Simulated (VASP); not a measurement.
# SiO2 (Stishovite) (P4_2/mnm) in VASP: a series of runs, part 2 of 3

VASP 6.6.1.

### Step 4. Single point, r2SCAN (volume changed by -6%)

Contents of POSCAR:

```
SiO2
1.0
    4.0997534777      0.0000000000      0.0000000000
    0.0000000000      4.0997534777      0.0000000000
    0.0000000000      0.0000000000      2.6143581712
Si O
2 4
Direct
    0.0000000000      0.0000000000      0.0000000000
    0.5000000000      0.5000000000      0.5000000000
    0.3061010378      0.3061010378      0.0000000000
    0.1938989622      0.8061010378      0.5000000000
    0.6938989622      0.6938989622      0.0000000000
    0.8061010378      0.1938989622      0.5000000000
```

Contents of INCAR.step1:

```
SYSTEM = SiO2
ALGO     = Normal         ! electronic algorithm
EDIFF    = 1E-4           ! SCF threshold, eV
ENCUT    = 520            ! plane-wave cutoff, eV
GGA      = PE             ! functional
ISMEAR   = 0              ! smearing method
LASPH    = .True.         ! aspherical terms in the spheres
LCHARG   = .False.        ! write CHGCAR
LREAL    = .False.        ! projectors in reciprocal space
LWAVE    = .True.         ! write WAVECAR
NBANDS   = 25             ! bands
NELM     = 60             ! most SCF steps
PREC     = Accurate       ! precision mode
SIGMA    = 0.01           ! smearing width, eV
```

Contents of INCAR.step2:

```
SYSTEM = SiO2
ALGO     = Normal         ! electronic algorithm
EDIFF    = 1E-7           ! SCF threshold, eV
ENCUT    = 520            ! plane-wave cutoff, eV
ISIF     = 2              ! what is computed and relaxed
ISMEAR   = 0              ! smearing method
ISTART   = 1            
LASPH    = .True.         ! aspherical terms in the spheres
LCHARG   = .False.        ! write CHGCAR
LMIXTAU  = .True.       
LREAL    = .False.        ! projectors in reciprocal space
LWAVE    = .False.        ! write WAVECAR
METAGGA  = R2SCAN         ! meta-GGA
NBANDS   = 25             ! bands
NELM     = 60             ! most SCF steps
PREC     = Accurate       ! precision mode
SIGMA    = 0.01           ! smearing width, eV
```

Contents of KPOINTS:

```
k-points
0
Gamma
  6 6 8
  0 0 0
```

Potentials or basis: VASP PAW PBE potentials, release 64 (Si, O).

Started as:

```console
cat potpaw_PBE.64/Si/POTCAR potpaw_PBE.64/O/POTCAR > POTCAR
cp INCAR.step1 INCAR
mpirun -np 1 vasp_std > vasp.out
cp INCAR.step2 INCAR
mpirun -np 1 vasp_std > vasp.out
```

OUTCAR:

```text
SYSTEM = SiO2
   EDIFF = 1E-7
   ENCUT = 520
   ISIF = 2
   ISMEAR = 0
   ISTART = 1
   LASPH = .True.
   LREAL = .False.
   METAGGA = R2SCAN
   NELM = 60
   PREC = Accurate

 ion  position               nearest neighbor table
   1  0.000  0.000  0.000-   4 1.72   6 1.72   4 1.72   6 1.72   5 1.77   3 1.77
   2  0.500  0.500  0.500-   3 1.72   5 1.72   3 1.72   5 1.72   4 1.77   6 1.77
   3  0.306  0.306  0.000-   2 1.72   2 1.72   1 1.77
   4  0.194  0.806  0.500-   1 1.72   1 1.72   2 1.77
   5  0.694  0.694  0.000-   2 1.72   2 1.72   1 1.77
   6  0.806  0.194  0.500-   1 1.72   1 1.72   2 1.77

  LATTYP: Found a simple tetragonal cell.
 ALAT       =     4.0997534777
 C/A-ratio  =     0.6376866769

  Lattice vectors:

 A1 = (   4.0997534777,   0.0000000000,   0.0000000000)
 A2 = (   0.0000000000,   4.0997534777,   0.0000000000)
 A3 = (   0.0000000000,   0.0000000000,   2.6143581712)

Analysis of symmetry for initial positions (statically):
=====================================================================
 Subroutine PRICEL returns:
 Original cell was already a primitive cell.

 Routine SETGRP: Setting up the symmetry group for a
 simple tetragonal supercell.

 Subroutine GETGRP returns: Found 16 space group operations
 (whereof  8 operations were pure point group operations)
 out of a pool of 16 trial point group operations.

The static configuration has the point symmetry D_2h.
 The point group associated with its full space group is D_4h.

Analysis of symmetry for dynamics (positions and initial velocities):
=====================================================================
 Subroutine PRICEL returns:
 Original cell was already a primitive cell.

 Routine SETGRP: Setting up the symmetry group for a
 simple tetragonal supercell.

 Subroutine GETGRP returns: Found 16 space group operations
 (whereof  8 operations were pure point group operations)
 out of a pool of 16 trial point group operations.

The dynamic configuration has the point symmetry D_2h.
 The point group associated with its full space group is D_4h.

 Subroutine INISYM returns: Found 16 space group operations
 (whereof  8 operations are pure point group operations),
 and found     1 'primitive' translations

----------------------------------------------------------------------------------------

                                     Primitive cell

  volume of cell :      43.9421

  direct lattice vectors                    reciprocal lattice vectors
     4.099753478  0.000000000  0.000000000     0.243917105  0.000000000  0.000000000
     0.000000000  4.099753478  0.000000000     0.000000000  0.243917105  0.000000000
     0.000000000  0.000000000  2.614358171     0.000000000  0.000000000  0.382503060

  length of vectors
     4.099753478  4.099753478  2.614358171     0.243917105  0.243917105  0.382503060

  position of ions in fractional coordinates (direct lattice)
     0.000000000  0.000000000  0.000000000
     0.500000000  0.500000000  0.500000000
     0.306101038  0.306101038  0.000000000
     0.193898962  0.806101038  0.500000000
     0.693898962  0.693898962  0.000000000
     0.806101038  0.193898962  0.500000000

  ion indices of the primitive-cell ions
   primitive index   ion index
[... 26 lines left out ...]
     0.000000000  0.000000000  0.000000000

 Subroutine IBZKPT returns following result:
 ===========================================

 Found     50 irreducible k-points:

 Following reciprocal coordinates:
            Coordinates               Weight
  0.000000  0.000000  0.000000      1.000000
  0.166667  0.000000  0.000000      4.000000
  0.333333  0.000000  0.000000      4.000000
  0.500000  0.000000  0.000000      2.000000
  0.166667  0.166667  0.000000      4.000000
  0.333333  0.166667  0.000000      8.000000
[... 16 lines left out ...]
  0.333333  0.000000  0.250000      8.000000
  0.500000  0.000000  0.250000      4.000000
 [... further k-points ...]
   k-points           NKPTS =     50   k-points in BZ     NKDIM =     50   number of bands    NBANDS=     25
   number of dos      NEDOS =    301   number of ions     NIONS =      6
   total plane-waves  NPLWV =  18000
   dimension x,y,z NGX =    30 NGY =   30 NGZ =   20
   dimension x,y,z NGXF=    60 NGYF=   60 NGZF=   40
   ions per type =               2   4
   NGX,Y,Z   is equivalent  to a cutoff of  12.17, 12.17, 12.72 a.u.
   NGXF,Y,Z  is equivalent  to a cutoff of  24.33, 24.33, 25.44 a.u.
 SYSTEM =  SiO2
   PREC   = accura    normal or accurate (medium, high low for compatibility)
   ISTART =      1    job   : 0-new  1-cont  2-samecut
   ICHARG =      0    charge: 1-file 2-atom 10-const
   ISPIN  =      1    spin polarized calculation?
   LNONCOLLINEAR =      F non collinear calculations
   LSORBIT =      F    spin-orbit coupling
   LASPH  =      T    aspherical Exc in radial PAW
   ENCUT  =  520.0 eV  38.22 Ry    6.18 a.u.   7.62  7.62  4.86*2*pi/ulx,y,z
   NELM   =     60;   NELMIN=  2; NELMDL=  0     # of ELM steps
   EDIFF  = 0.1E-06   stopping-criterion for ELM
   LREAL  =      F    real-space projection
   EDIFFG = 0.1E-05   stopping-criterion for IOM
   NSW    =      0    number of steps for IOM
   IBRION =     -1    ionic relax: 0-MD 1-quasi-New 2-CG
   NFREE  =      0    steps in history (QN), initial steepest desc. (CG)
   ISIF   =      2    stress and relaxation
   ISYM   =      2    0-nonsym 1-usesym 2-fastsym
   POTIM  = 0.5000    time-step for ionic-motion
   TEBEG  =    0.0;   TEEND  =   0.0 temperature during run
   PSTRESS=    0.0 pullay stress
   NELECT =      32.0000    total number of electrons
   NUPDOWN=      -1.0000    fix difference up-down
   EMIN   =  10.00;   EMAX   =-10.00  energy-range for DOS
   EFERMI =   0.00;   METHOD = LEGACY
   ISMEAR =     0;   SIGMA  =   0.01  broadening in eV -4-tet -1-fermi 0-gaus
   EFERMI_NEDOS =   21; number of points for ismear=-14 and -15
   IALGO  =     38    algorithm
   IMIX   =      4    mixing-type and parameters
     AMIX     =   0.40;   BMIX     =  1.00
     AMIX_MAG =   1.60;   BMIX_MAG =  1.00
  volume/ion in A,a.u.               =       7.32        49.42
  Fermi-wavevector in a.u.,A,eV,Ry     =   1.472871  2.783322 29.515774  2.169348
  Thomas-Fermi vector in A             =   2.587833
   LORBIT       =      0    0 simple, 1 ext, 2 COOP (PROOUT), +10 PAW based schemes
   METAGGA = R2SCAN    functional components
   LHFCALC =     F    Hartree Fock is set to
   AEXX    =    0.0000 exact exchange contribution
   IVDW    =     0    specifies the selected vdW correction
   LEPSILON=     F    determine dielectric tensor
   LRPA    =     F    only Hartree local field effects (RPA)
 non-spin polarized calculation
 Gauss-broadening in eV      SIGMA  =   0.01
  energy-cutoff  :      520.00
  volume of cell :       43.94
 maximum number of plane-waves:      1204
   NGX = 15   NGY = 15   NGZ =  9

 number of electron      32.0000002 magnetization

 Free energy of the ion-electron system (eV)
  ---------------------------------------------------
  ext. energy  EPLUGINS =         0.00000000
  ---------------------------------------------------
  free energy    TOTEN  =       -58.57265253 eV

  energy without entropy =      -58.57265253  energy(sigma->0) =      -58.57265253

 E-fermi :   8.7321     XC(G=0): -13.2036

 val. band max:        8.6623767791   @ k =   0.0000   0.0000   0.0000
 cond. band min:      16.3641894916   @ k =   0.0000   0.0000   0.0000
 fundamental gap:      7.7018127125
 Fermi energy:         8.7320908143

 k-point     1 :       0.0000    0.0000    0.0000
  band No.  band energies     occupation
      1     -15.5489      2.00000
      2     -11.6366      2.00000
      3     -11.6366      2.00000
      4     -11.3560      2.00000
      5      -2.7647      2.00000
      6       1.7936      2.00000
[... 661 lines left out ...]
     24      23.0905      0.00000
     25      23.9845      0.00000

 [... further k-points ...]
[... 5 lines left out ...]
  --------------------------------------------------------------------------------------
  -------------------------------------------------------------------------------------
  Total        6.1070112      6.1070112      7.7547777     -0.0000000      0.0000000      0.0000000
  in kB      222.6684723    222.6684723    282.7478846     -0.0000000      0.0000000      0.0000000
  external PRESSURE =     242.6949430 kB  Pullay stress =       0.0000000 kB

 VOLUME and BASIS-vectors are now :
 -----------------------------------------------------------------------------
  energy-cutoff  :      520.00
  volume of cell :       43.94
      direct lattice vectors                 reciprocal lattice vectors
     4.099753478  0.000000000  0.000000000     0.243917105  0.000000000  0.000000000
     0.000000000  4.099753478  0.000000000     0.000000000  0.243917105  0.000000000
     0.000000000  0.000000000  2.614358171     0.000000000  0.000000000  0.382503060

 POSITION                                       TOTAL-FORCE (eV/Angst)
 -----------------------------------------------------------------------------------
      0.00000      0.00000      0.00000         0.000000      0.000000      0.000000
      2.04988      2.04988      1.30718         0.000000      0.000000      0.000000
      1.25494      1.25494      0.00000        -0.347400     -0.347400      0.000000
      0.79494      3.30482      1.30718         0.347400     -0.347400      0.000000
      2.84481      2.84481      0.00000         0.347400      0.347400     -0.000000
      3.30482      0.79494      1.30718        -0.347400      0.347400     -0.000000
 -----------------------------------------------------------------------------------
    total drift:                               -0.000000      0.000000     -0.000000

  FREE ENERGIE OF THE ION-ELECTRON SYSTEM (eV)
  ---------------------------------------------------
  free  energy   TOTEN  =       -58.5726525342 eV

  energy  without entropy=      -58.5726525342  energy(sigma->0) =      -58.57265253
```

Run time: 75 s. Hardware: 1 thread of Intel Xeon 6975P-C (Granite Rapids), shared host; peak memory 0.17 GiB.

What came out:

- Free energy: -58.5727 eV
- Pressure: 24.3 GPa
- Largest force: 0.491 eV/Å
- Band gap on the k mesh: 7.70 eV, direct

Forces on the atoms (eV/Å):
```
Si   0.000  0.000  0.000
Si   0.000  0.000  0.000
O   -0.347 -0.347  0.000
O    0.347 -0.347  0.000
O    0.347  0.347  0.000
O   -0.347  0.347  0.000
```

Levels at points of the mesh, in eV from the valence-band top:
| k point | band 13 | band 14 | band 15 | band 16 | band 17 | band 18 | band 19 | band 20 |
| --- | --- | --- | --- | --- | --- | --- | --- | --- |
| (0.00, 0.00, 0.00) | -2.59 | -0.92 | -0.92 | 0.00 | 7.70 | 7.88 | 10.04 | 10.04 |
| (0.50, 0.00, 0.00) | -2.86 | -2.86 | -1.15 | -1.15 | 9.53 | 9.53 | 10.60 | 10.60 |
| (0.50, 0.50, 0.00) | -2.82 | -2.82 | -2.54 | -2.54 | 9.17 | 9.17 | 11.67 | 11.67 |
| (0.00, 0.00, 0.50) | -3.41 | -3.41 | -2.94 | -2.94 | 11.03 | 11.03 | 14.40 | 14.40 |
| (0.50, 0.00, 0.50) | -2.46 | -2.46 | -1.96 | -1.96 | 10.49 | 10.49 | 11.62 | 11.62 |
| (0.50, 0.50, 0.50) | -1.90 | -1.90 | -1.75 | -1.75 | 8.98 | 8.98 | 12.47 | 12.47 |

Caveat: the PAW data sets were made with another functional, which shifts forces and pressure a little.

[end of part 2 of 3]
